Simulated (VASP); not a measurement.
# PbSe (Pm-3m) in VASP: notebook

Runs on PbSe. Level: r2SCAN. Tasks: single point.

Everything below comes from runs of VASP 6.6.1. Logs are shortened: lines on timing, memory, paths and dates and some standing lists are left out, and cuts for length are marked.

**1. The cell of the first run**

It takes space group Pm-3m (No. 221, cubic). The conventional cell has a = 3.899 Å, b = 3.899 Å, c = 3.899 Å, α = 90.00°, β = 90.00°, γ = 90.00°. Pb (site symmetry m-3m) has 8 Se at 3.38 Å and 6 Pb at 3.90 Å within 4.4 Å. Se (site symmetry m-3m) has 8 Pb at 3.38 Å and 6 Se at 3.90 Å within 4.4 Å.

**2. Single point, r2SCAN (strained)**

Contents of POSCAR:

```
PbSe
1.0
    3.8992518591      0.0000000000      0.0000000000
    0.0000000000      3.8992518591      0.0000000000
    0.0000000000      0.0000000000      3.8992518591
Pb Se
1 1
Direct
    0.0000000000      0.0000000000      0.0000000000
    0.5000000000      0.5000000000      0.5000000000
```

Contents of INCAR.step1:

```
ALGO = Normal ; EDIFF = 1E-4
ENCUT = 520 ; GGA = PE
ISMEAR = 0 ; LASPH = True
LCHARG = False ; LREAL = False
LWAVE = True ; NBANDS = 17
NELM = 80 ; PREC = Accurate
SIGMA = 0.1
```

Contents of INCAR.step2:

```
ALGO = Normal ; EDIFF = 1E-6
ENCUT = 520 ; ISIF = 2
ISMEAR = 0 ; ISTART = 1
LASPH = True ; LCHARG = False
LMIXTAU = True ; LREAL = False
LWAVE = False ; METAGGA = R2SCAN
NBANDS = 17 ; NELM = 80
PREC = Accurate ; SIGMA = 0.1
```

Contents of KPOINTS:

```
k-points
0
Gamma
  12 12 12
```

Potentials or basis: VASP PAW PBE potentials, release 64 (Pb_d, Se).

Run with:

```
cat potpaw_PBE.64/Pb_d/POTCAR potpaw_PBE.64/Se/POTCAR > POTCAR
cp INCAR.step1 INCAR
mpirun -np 1 vasp_std > vasp.out
cp INCAR.step2 INCAR
mpirun -np 1 vasp_std > vasp.out
```

OUTCAR:

```text
EDIFF = 1E-6
   ENCUT = 520
   ISIF = 2
   ISMEAR = 0
   ISTART = 1
   LASPH = True
   LREAL = False
   METAGGA = R2SCAN
   NELM = 80
   PREC = Accurate

 ion  position               nearest neighbor table
   1  0.000  0.000  0.000-   2 3.38   2 3.38   2 3.38   2 3.38   2 3.38   2 3.38   2 3.38   2 3.38

   2  0.500  0.500  0.500-   1 3.38   1 3.38   1 3.38   1 3.38   1 3.38   1 3.38   1 3.38   1 3.38

  LATTYP: Found a simple cubic cell.
 ALAT       =     3.8992518591

  Lattice vectors:

 A1 = (   3.8992518591,   0.0000000000,   0.0000000000)
 A2 = (   0.0000000000,   3.8992518591,   0.0000000000)
 A3 = (   0.0000000000,   0.0000000000,   3.8992518591)

Analysis of symmetry for initial positions (statically):
=====================================================================
 Subroutine PRICEL returns:
 Original cell was already a primitive cell.

 Routine SETGRP: Setting up the symmetry group for a
 simple cubic supercell.

 Subroutine GETGRP returns: Found 48 space group operations
 (whereof 48 operations were pure point group operations)
 out of a pool of 48 trial point group operations.

The static configuration has the point symmetry O_h .

Analysis of symmetry for dynamics (positions and initial velocities):
=====================================================================
 Subroutine PRICEL returns:
 Original cell was already a primitive cell.

 Routine SETGRP: Setting up the symmetry group for a
 simple cubic supercell.

 Subroutine GETGRP returns: Found 48 space group operations
 (whereof 48 operations were pure point group operations)
 out of a pool of 48 trial point group operations.

The dynamic configuration has the point symmetry O_h .

 Subroutine INISYM returns: Found 48 space group operations
 (whereof 48 operations are pure point group operations),
 and found     1 'primitive' translations

----------------------------------------------------------------------------------------

                                     Primitive cell

  volume of cell :      59.2849

  direct lattice vectors                    reciprocal lattice vectors
     3.899251859  0.000000000  0.000000000     0.256459453  0.000000000  0.000000000
     0.000000000  3.899251859  0.000000000     0.000000000  0.256459453  0.000000000
     0.000000000  0.000000000  3.899251859     0.000000000  0.000000000  0.256459453

  length of vectors
[... 81 lines left out ...]
   NELM   =     80;   NELMIN=  2; NELMDL=  0     # of ELM steps
   EDIFF  = 0.1E-05   stopping-criterion for ELM
   LREAL  =      F    real-space projection
   EDIFFG = 0.1E-04   stopping-criterion for IOM
   NSW    =      0    number of steps for IOM
   IBRION =     -1    ionic relax: 0-MD 1-quasi-New 2-CG
   NFREE  =      0    steps in history (QN), initial steepest desc. (CG)
   ISIF   =      2    stress and relaxation
   ISYM   =      2    0-nonsym 1-usesym 2-fastsym
   POTIM  = 0.5000    time-step for ionic-motion
   TEBEG  =    0.0;   TEEND  =   0.0 temperature during run
   PSTRESS=    0.0 pullay stress
   NELECT =      20.0000    total number of electrons
   NUPDOWN=      -1.0000    fix difference up-down
   EMIN   =  10.00;   EMAX   =-10.00  energy-range for DOS
   EFERMI =   0.00;   METHOD = LEGACY
   ISMEAR =     0;   SIGMA  =   0.10  broadening in eV -4-tet -1-fermi 0-gaus
   EFERMI_NEDOS =   21; number of points for ismear=-14 and -15
   IALGO  =     38    algorithm
   IMIX   =      4    mixing-type and parameters
     AMIX     =   0.40;   BMIX     =  1.00
     AMIX_MAG =   1.60;   BMIX_MAG =  1.00
  volume/ion in A,a.u.               =      29.64       200.04
  Fermi-wavevector in a.u.,A,eV,Ry     =   1.139647  2.153620 17.671171  1.298794
  Thomas-Fermi vector in A             =   2.276350
   LORBIT       =      0    0 simple, 1 ext, 2 COOP (PROOUT), +10 PAW based schemes
   METAGGA = R2SCAN    functional components
   LHFCALC =     F    Hartree Fock is set to
   AEXX    =    0.0000 exact exchange contribution
   IVDW    =     0    specifies the selected vdW correction
   LEPSILON=     F    determine dielectric tensor
   LRPA    =     F    only Hartree local field effects (RPA)
 non-spin polarized calculation
 Gauss-broadening in eV      SIGMA  =   0.10
  energy-cutoff  :      520.00
  volume of cell :       59.28
 maximum number of plane-waves:      1628
 NGX is ok and might be reduce to    30
   NGX = 15   NGY = 15   NGZ = 15

 number of electron      19.9999995 magnetization

 Free energy of the ion-electron system (eV)
  ---------------------------------------------------
  ext. energy  EPLUGINS =         0.00000000
  ---------------------------------------------------
  free energy    TOTEN  =       -71.32716151 eV

  energy without entropy =      -71.32497835  energy(sigma->0) =      -71.32606993

 E-fermi :   4.2928     XC(G=0): -10.0027

 val. band max:        4.2767762864   @ k =   0.1667   0.1667   0.1667
 cond. band min:       4.3178557374   @ k =   0.5000   0.5000   0.4167
 fundamental gap:      0.0410794510
 Fermi energy:         4.2927749228

 k-point     1 :       0.0000    0.0000    0.0000
  band No.  band energies     occupation
      1     -13.4222      2.00000
      2     -13.4222      2.00000
      3     -13.3060      2.00000
      4     -13.3060      2.00000
      5     -13.3060      2.00000
      6      -8.8505      2.00000
[... 457 lines left out ...]
      4     -13.3236      2.00000
      5     -13.3082      2.00000
      6      -7.6483      2.00000
[... 9 lines left out ...]
     16      14.1537      0.00000
     17      15.1220      0.00000

 [... further k-points ...]

------------------------ aborting loop because EDIFF is reached ----------------------------------------

  FORCE on cell =-STRESS in cart. coord.  units (eV):
  Direction    XX          YY          ZZ          XY          YZ          ZX
  --------------------------------------------------------------------------------------
  -------------------------------------------------------------------------------------
  Total       -1.6724437     -1.6724437     -1.6724437      0.0000000      0.0000000      0.0000000
  in kB      -45.1978967    -45.1978967    -45.1978967      0.0000000      0.0000000      0.0000000
  external PRESSURE =     -45.1978967 kB  Pullay stress =       0.0000000 kB

 VOLUME and BASIS-vectors are now :
 -----------------------------------------------------------------------------
  energy-cutoff  :      520.00
  volume of cell :       59.28
      direct lattice vectors                 reciprocal lattice vectors
     3.899251859  0.000000000  0.000000000     0.256459453  0.000000000  0.000000000
     0.000000000  3.899251859  0.000000000     0.000000000  0.256459453  0.000000000
     0.000000000  0.000000000  3.899251859     0.000000000  0.000000000  0.256459453

 POSITION                                       TOTAL-FORCE (eV/Angst)
 -----------------------------------------------------------------------------------
      0.00000      0.00000      0.00000         0.000000      0.000000      0.000000
      1.94963      1.94963      1.94963         0.000000      0.000000      0.000000
 -----------------------------------------------------------------------------------
    total drift:                               -0.000000     -0.000000     -0.000000

  FREE ENERGIE OF THE ION-ELECTRON SYSTEM (eV)
  ---------------------------------------------------
  free  energy   TOTEN  =       -71.3271615089 eV

  energy  without entropy=      -71.3249783503  energy(sigma->0) =      -71.32606993
```

OUTCAR.step1:

```text
EDIFF = 1E-4
   ENCUT = 520
   GGA = PE
   ISMEAR = 0
   LASPH = True
[... 702 lines left out ...]
 -----------------------------------------------------------------------------------
      0.00000      0.00000      0.00000         0.000000      0.000000      0.000000
      1.94963      1.94963      1.94963         0.000000      0.000000      0.000000
 -----------------------------------------------------------------------------------
    total drift:                               -0.000000     -0.000000     -0.000000

  FREE ENERGIE OF THE ION-ELECTRON SYSTEM (eV)
  ---------------------------------------------------
  free  energy   TOTEN  =        -7.6599737375 eV

  energy  without entropy=       -7.6565512137  energy(sigma->0) =       -7.65826248
```

OSZICAR.step1:

```text
N       E                     dE             d eps       ncg     rms          rms(c)
DAV:   1     0.155058520543E+03    0.15506E+03   -0.94492E+03  2864   0.119E+03
DAV:   2     0.352358365765E+01   -0.15153E+03   -0.14682E+03  2988   0.306E+02
DAV:   3    -0.792726584759E+01   -0.11451E+02   -0.11216E+02  3727   0.873E+01
DAV:   4    -0.819024893795E+01   -0.26298E+00   -0.26275E+00  3477   0.149E+01
DAV:   5    -0.819869194307E+01   -0.84430E-02   -0.84426E-02  3979   0.266E+00    0.288E+00
DAV:   6    -0.766774478530E+01    0.53095E+00   -0.13337E+00  4101   0.684E+00    0.140E+00
DAV:   7    -0.766174118019E+01    0.60036E-02   -0.12891E-01  3170   0.162E+00    0.847E-01
DAV:   8    -0.766168629232E+01    0.54888E-04   -0.24752E-02  3519   0.138E+00    0.253E-01
DAV:   9    -0.766001675327E+01    0.16695E-02   -0.10997E-02  3866   0.661E-01    0.878E-02
DAV:  10    -0.766001106453E+01    0.56887E-05   -0.13549E-03  3706   0.204E-01    0.387E-02
DAV:  11    -0.765997373749E+01    0.37327E-04   -0.22776E-04  2005   0.830E-02
   1 F= -.76599737E+01 E0= -.76582625E+01  d E =-.342252E-02
```

It took 3.5 min on 1 thread of AMD EPYC 7R13 (Zen 3), shared host; peak memory 0.2 GiB.

Results:

* Free energy: -71.3272 eV
* Pressure: -4.5 GPa
* Band gap on the k mesh: zero (bands 10 and 11 overlap by 0.19 eV)

Levels at points of the mesh, in eV from the Fermi level:
| k point | band 7 | band 8 | band 9 | band 10 | band 11 | band 12 | band 13 | band 14 |
| --- | --- | --- | --- | --- | --- | --- | --- | --- |
| (0.00, 0.00, 0.00) | -7.44 | -1.36 | -1.36 | -1.36 | 5.72 | 5.72 | 5.74 | 5.74 |
| (0.50, 0.00, 0.00) | -8.94 | -0.48 | -0.27 | -0.27 | 0.33 | 3.43 | 3.43 | 7.22 |
| (0.50, 0.50, 0.00) | -7.73 | -3.93 | -3.93 | -0.02 | 4.06 | 4.06 | 4.76 | 7.24 |
| (0.50, 0.50, 0.50) | -6.89 | -2.12 | -2.12 | -2.12 | -0.21 | -0.21 | -0.21 | 13.86 |

Caveat: the cell differs from its parent crystal (strained); the cell stands under tension; semilocal functionals underestimate gaps, so a narrow gap can read as zero; the PAW data sets were made with another functional, which shifts forces and pressure a little; spin-orbit coupling is left out, which moves the levels of the heavy elements.

**3. Single point, r2SCAN (strained)**

Contents of POSCAR:

```
PbSe
1.0
    3.9438690155      0.0000000000      0.0000000000
    0.0000000000      3.9438690155      0.0000000000
    0.0000000000      0.0000000000      3.9438690155
Pb Se
1 1
Direct
    0.0000000000      0.0000000000      0.0000000000
    0.5000000000      0.5000000000      0.5000000000
```

Contents of INCAR.step1:

```
SYSTEM = PbSe
ALGO = Normal
EDIFF = 1E-4
ENCUT = 520
GGA = PE
ISMEAR = 0
LASPH = .TRUE.
LCHARG = .FALSE.
LREAL = .FALSE.
LWAVE = .TRUE.
NBANDS = 17
NELM = 60
PREC = Accurate
SIGMA = 0.1
```

Contents of INCAR.step2:

```
SYSTEM = PbSe
ALGO = Normal
EDIFF = 1E-6
ENCUT = 520
ISIF = 2
ISMEAR = 0
ISTART = 1
LASPH = .TRUE.
LCHARG = .FALSE.
LMIXTAU = .TRUE.
LREAL = .FALSE.
LWAVE = .FALSE.
METAGGA = R2SCAN
NBANDS = 17
NELM = 60
PREC = Accurate
SIGMA = 0.1
```

Contents of KPOINTS:

```
k-points
0
G
  12 12 12
  0 0 0
```

Potentials or basis: VASP PAW PBE potentials, release 64 (Pb_d, Se).

Run with:

```
cat potpaw_PBE.64/Pb_d/POTCAR potpaw_PBE.64/Se/POTCAR > POTCAR
cp INCAR.step1 INCAR
mpirun -np 1 vasp_std > vasp.out
cp INCAR.step2 INCAR
mpirun -np 1 vasp_std > vasp.out
```

OUTCAR:

```text
SYSTEM = PbSe
   EDIFF = 1E-6
   ENCUT = 520
   ISIF = 2
   ISMEAR = 0
   ISTART = 1
   LASPH = .TRUE.
   LREAL = .FALSE.
   METAGGA = R2SCAN
   NELM = 60
   PREC = Accurate

 ion  position               nearest neighbor table
   1  0.000  0.000  0.000-   2 3.42   2 3.42   2 3.42   2 3.42   2 3.42   2 3.42   2 3.42   2 3.42

   2  0.500  0.500  0.500-   1 3.42   1 3.42   1 3.42   1 3.42   1 3.42   1 3.42   1 3.42   1 3.42

  LATTYP: Found a simple cubic cell.
 ALAT       =     3.9438690155

[... 671 lines left out ...]

  FORCE on cell =-STRESS in cart. coord.  units (eV):
  Direction    XX          YY          ZZ          XY          YZ          ZX
  --------------------------------------------------------------------------------------
  -------------------------------------------------------------------------------------
  Total       -2.1386983     -2.1386983     -2.1386983      0.0000000      0.0000000      0.0000000
  in kB      -55.8589349    -55.8589349    -55.8589349      0.0000000      0.0000000      0.0000000
  external PRESSURE =     -55.8589349 kB  Pullay stress =       0.0000000 kB

 VOLUME and BASIS-vectors are now :
 -----------------------------------------------------------------------------
  energy-cutoff  :      520.00
  volume of cell :       61.34
      direct lattice vectors                 reciprocal lattice vectors
     3.943869015  0.000000000  0.000000000     0.253558117  0.000000000  0.000000000
     0.000000000  3.943869015  0.000000000     0.000000000  0.253558117  0.000000000
     0.000000000  0.000000000  3.943869015     0.000000000  0.000000000  0.253558117

 POSITION                                       TOTAL-FORCE (eV/Angst)
 -----------------------------------------------------------------------------------
      0.00000      0.00000      0.00000         0.000000      0.000000      0.000000
      1.97193      1.97193      1.97193         0.000000      0.000000      0.000000
 -----------------------------------------------------------------------------------
    total drift:                               -0.000000     -0.000000     -0.000000

  FREE ENERGIE OF THE ION-ELECTRON SYSTEM (eV)
  ---------------------------------------------------
  free  energy   TOTEN  =       -71.2626184218 eV

  energy  without entropy=      -71.2607425017  energy(sigma->0) =      -71.26168046
```

OUTCAR.step1:

```text
SYSTEM = PbSe
   EDIFF = 1E-4
   ENCUT = 520
   GGA = PE
   ISMEAR = 0
   LASPH = .TRUE.
   LREAL = .FALSE.
[... 702 lines left out ...]
      0.00000      0.00000      0.00000         0.000000      0.000000      0.000000
      1.97193      1.97193      1.97193         0.000000      0.000000      0.000000
 -----------------------------------------------------------------------------------
    total drift:                               -0.000000     -0.000000     -0.000000

  FREE ENERGIE OF THE ION-ELECTRON SYSTEM (eV)
  ---------------------------------------------------
  free  energy   TOTEN  =        -7.6071299167 eV

  energy  without entropy=       -7.6040543163  energy(sigma->0) =       -7.60559212
```

OSZICAR.step1:

```text
N       E                     dE             d eps       ncg     rms          rms(c)
DAV:   1     0.157291118926E+03    0.15729E+03   -0.93616E+03  2872   0.117E+03
DAV:   2     0.367536516306E+01   -0.15362E+03   -0.14838E+03  3027   0.300E+02
DAV:   3    -0.790028791312E+01   -0.11576E+02   -0.11421E+02  3735   0.884E+01
DAV:   4    -0.817365108252E+01   -0.27336E+00   -0.27313E+00  3537   0.153E+01
DAV:   5    -0.818306207873E+01   -0.94110E-02   -0.94106E-02  3996   0.278E+00    0.290E+00
DAV:   6    -0.761515735945E+01    0.56790E+00   -0.14612E+00  4056   0.686E+00    0.137E+00
DAV:   7    -0.760921411027E+01    0.59432E-02   -0.13020E-01  3175   0.160E+00    0.842E-01
DAV:   8    -0.760909603342E+01    0.11808E-03   -0.27929E-02  3391   0.141E+00    0.274E-01
DAV:   9    -0.760713873422E+01    0.19573E-02   -0.12089E-02  3828   0.656E-01    0.967E-02
DAV:  10    -0.760720055630E+01   -0.61822E-04   -0.15442E-03  3674   0.205E-01    0.468E-02
DAV:  11    -0.760712991674E+01    0.70640E-04   -0.33873E-04  2473   0.945E-02
   1 F= -.76071299E+01 E0= -.76055921E+01  d E =-.307560E-02
```

Wall time 3.4 min (1 thread of AMD EPYC 7R13 (Zen 3), shared host); peak memory 0.2 GiB.

Results:

```
Free energy            : -71.2626 eV
Pressure               : -5.6 GPa
Band gap on the k mesh : zero (bands 10 and 11 overlap by 0.14 eV)
```

Levels at points of the mesh, in eV from the Fermi level:
```csv
k point,band 6,band 7,band 8,band 9,band 10,band 11,band 12,band 13,band 14,band 15
"(0.00, 0.00, 0.00)",-12.98,-7.55,-1.30,-1.30,-1.30,5.49,5.49,5.49,5.72,5.72
"(0.50, 0.00, 0.00)",-12.16,-8.87,-0.56,-0.27,-0.27,0.29,3.33,3.33,7.25,8.67
"(0.50, 0.50, 0.00)",-11.71,-7.77,-3.77,-3.77,-0.02,3.90,3.90,4.57,7.14,8.55
"(0.50, 0.50, 0.50)",-11.50,-7.00,-2.04,-2.04,-2.04,-0.16,-0.16,-0.16,13.50,13.50
```

Caveat: the cell differs from its parent crystal (strained); the cell stands under tension; semilocal functionals underestimate gaps, so a narrow gap can read as zero; the PAW data sets were made with another functional, which shifts forces and pressure a little; spin-orbit coupling is left out, which moves the levels of the heavy elements.
